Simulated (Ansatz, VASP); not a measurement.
InO2 in VASP and in Ansatz

INCAR

```
SYSTEM = InO2
PREC = Accurate ; ENCUT = 600
EDIFF = 1E-7 ; ISMEAR = 0
SIGMA = 0.1 ; LREAL = .False.
LASPH = .True. ; NELM = 150
ALGO = Normal ; ISIF = 3
LWAVE = .False. ; LCHARG = .False.
ISPIN = 2 ; MAGMOM = 0 1 1
LORBIT = 11 ; GGA = PE
IBRION = 2 ; NSW = 90
EDIFFG = -0.04
```

KPOINTS

```
Automatic mesh
0
Gamma
  12 12 2
  0 0 0
```

POSCAR

```
InO2
1.0
    2.3897924200      0.0000000000      0.0000000000
   -1.1948962100      2.0696209500      0.0000000000
    0.0000000000      0.0000000000     11.7629553500
In O
1 2
Direct
    0.0000000000      0.0000000000      0.0000000000
    0.3333333300      0.6666666700      0.8978554600
    0.3333333300      0.6666666700      0.1021445400
```

Input for Ansatz:

```yaml
crystal:
  lattice:
    - [2.38979242, 0.0, 0.0]
    - [-1.19489621, 2.06962095, 0.0]
    - [0.0, 0.0, 11.76295535]
  atoms:
    - { symbol: In, position: [0.0, 0.0, 0.0] }
    - { symbol: O, position: [0.33333333, 0.66666667, 0.89785546], spin: 1.0 }
    - { symbol: O, position: [0.33333333, 0.66666667, 0.10214454], spin: 1.0 }
basis:
  ecutwfc: 420
kpoints:
  mp_grid: { grid: [12, 12, 2] }
hamiltonian:
  xc: pbe
scf:
  occupations: { method: gaussian, width: 0.1 }
  lower_state_search: "off"
output:
  forces: true
  stress: true
  eigenvalues: true
  populations: true
magnetization:
  spin_polarized: true
relax:
  adjacent_minimum: "off"
  f_tol: 0.04
  max_steps: 70
  cell: { stress_tol: 0.4 }
```

Change from the starting cell: species swapped into the Te2Mo type (P-6m2, No. 187).

Alike in both runs: task relaxation of cell and atoms; functional PBE; k mesh 12 × 12 × 2; occupations gaussian, width 0.1 eV; collinear spin.

```csv
,VASP,Ansatz
version,VASP 6.6.1,Ansatz 0.2.0
potentials or method,"VASP PAW PBE potentials, release 64 (In_d, O), cutoff 600 eV","scalar-relativistic, plane waves, PAW"
valence electrons in the cell,25,25
```

|  | VASP | Ansatz | Ansatz less VASP |
| --- | --- | --- | --- |
| net moment per atom (μB) | 0.00 | 0.00 | 0.000 |
| relaxed volume (Å³/atom) | 12.93 | 13.62 | +0.697 |
| relaxed length of the cell vector where the two differ most in proportion (Å) | 3.200 | 3.294 | +0.0937 |

Ansatz's warnings: filled band counts differ across k points, seeded moment not kept.

Noted on VASP's run: the volume moved by over 15 % at a fixed basis, so the end points are rough.
